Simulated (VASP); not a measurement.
Input of a VASP 6.6.1 run:

INCAR

```
SYSTEM = Si
  PREC = Accurate
  ENCUT = 520
  EDIFF = 1E-6
  ISMEAR = 0
  SIGMA = 0.03
  LREAL = .False.
  LASPH = .True.
  NELM = 60
  ALGO = Normal
  ISIF = 2
  LWAVE = .False.
  LCHARG = .True.
  LELF = .True.
  LVHAR = .True.
  NBANDS = 16
```

Contents of KPOINTS:

```
Automatic mesh
0
Gamma
  10 10 10
  0 0 0
```

POSCAR

```
Si
1.0
   -3.4003100133      3.4003100133      1.9369904214
    3.4003100133     -3.4003100133      1.9369904214
    3.4003100133      3.4003100133     -1.9369904214
Si
4
Direct
    0.1788433299      0.1788433299      0.3576866598
    0.8211566701      0.8211566701      0.6423133402
    0.1788433299      0.8211566701      0.0000000000
    0.8211566701      0.1788433299      0.0000000000
```

Potentials or basis: VASP PAW LDA potentials, release 64 (Si).

Run with:

```console
$ cat potpaw_LDA.64/Si/POTCAR > POTCAR
$ mpirun -np 1 vasp_std > vasp.out
```

Task: Estimate the band gap on the k mesh.

Result: 0.32 eV, indirect (least direct gap 0.49 eV).

Task: Estimate the largest force.

Result: 0.217 eV/Å.

Forces on the atoms (eV/Å):
```
Si  -0.154 -0.154  0.000
Si   0.154  0.154  0.000
Si   0.154 -0.154  0.000
Si  -0.154  0.154  0.000
```

Caveat: the cell differs from its parent crystal (strain +0.030 along x and y, +0.015 along z). A k mesh can miss the band edges.
